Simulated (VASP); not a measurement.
**Ba: single point with PBE**

The system is Ba.

```
CELL_PARAMETERS angstrom
-3.71698 3.71698 2.01263
3.71698 -3.71698 2.01263
3.71698 3.71698 -2.01263
ATOMIC_POSITIONS crystal
Ba 0.62500 0.87500 0.75000
Ba 0.37500 0.12500 0.25000
```

| Quantity | Value |
| --- | --- |
| Program | VASP 6.6.1 |
| Task | single point |
| Functional | PBE |
| Potentials or basis | VASP PAW PBE potentials, release 64 (Ba_sv) |
| Cutoff | 520 eV |
| k mesh | 10 × 10 × 10 |
| Occupations | fermi-dirac, width 0.08 eV |
| Spin | no spin polarisation |

```yaml
Pressure: 0.9 GPa
Band_gap_on_the_k_mesh: zero (bands 10 and 11 overlap by 0.28 eV)
```

Levels at points of the mesh, in eV from the Fermi level:
```
           k point  band 8  band 9  band 10  band 11  band 12  band 13
(0.00, 0.00, 0.00)  -13.65   -2.64    -0.99     0.40     0.45     1.11
(0.50, 0.00, 0.00)  -13.61   -0.67    -0.55     0.29     1.03     1.64
(0.50, 0.50, 0.00)  -13.66   -0.97    -0.97     0.65     0.65     1.70
(0.50, 0.50, 0.50)  -13.56   -0.73    -0.73     1.14     1.14     1.19
```

Wall time 2 min on 1 thread of Intel(R) Xeon(R) Platinum 8375C CPU @ 2.90GHz (Ice Lake) (shared host), peak memory 0.35 GiB.

Caveat: spin-orbit coupling is left out, which moves the levels of the heavy elements.
